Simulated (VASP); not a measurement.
ZnO, 2 atoms in the cell. The structure is trigonal, space group R-3m (No. 166). The conventional cell has a = 3.033 Å, b = 3.033 Å, c = 7.362 Å, α = 90.00°, β = 90.00°, γ = 120.00°. Within 2.8 Å of Zn (site symmetry -3m) lie 6 O at 2.14 Å. Within 2.8 Å of O (site symmetry -3m) lie 6 Zn at 2.14 Å.  This cell differs from its parent crystal: epitaxial 111 strain +0.5%.

```yaml
Program: VASP 6.6.1
Task: single point
Functional: PBE
Potentials_or_basis: VASP PAW PBE potentials, release 64 (Zn, O)
Cutoff: 520 eV
k_mesh: 10 × 10 × 10
Occupations: fermi-dirac, width 0.02 eV
Spin: no spin polarisation
Dipole_correction: no
Further_INCAR_settings: ALGO = Normal; EDIFF = 1e-06; NBANDS = 16
```

Potentials or basis: VASP PAW PBE potentials, release 64 (Zn, O).

Command:

```bash
$ cat potpaw_PBE.64/Zn/POTCAR potpaw_PBE.64/O/POTCAR > POTCAR
$ mpirun -np 1 vasp_std > vasp.out
```

Hardware: 1 thread of AMD EPYC 7R13 (shared host).

Question: How long does it take, and how much memory?

Answer: Run time: 96 s on 1 thread of AMD EPYC 7R13, on a shared host, peak memory 0.13 GiB. Counts: scf iterations 12, k points 116.
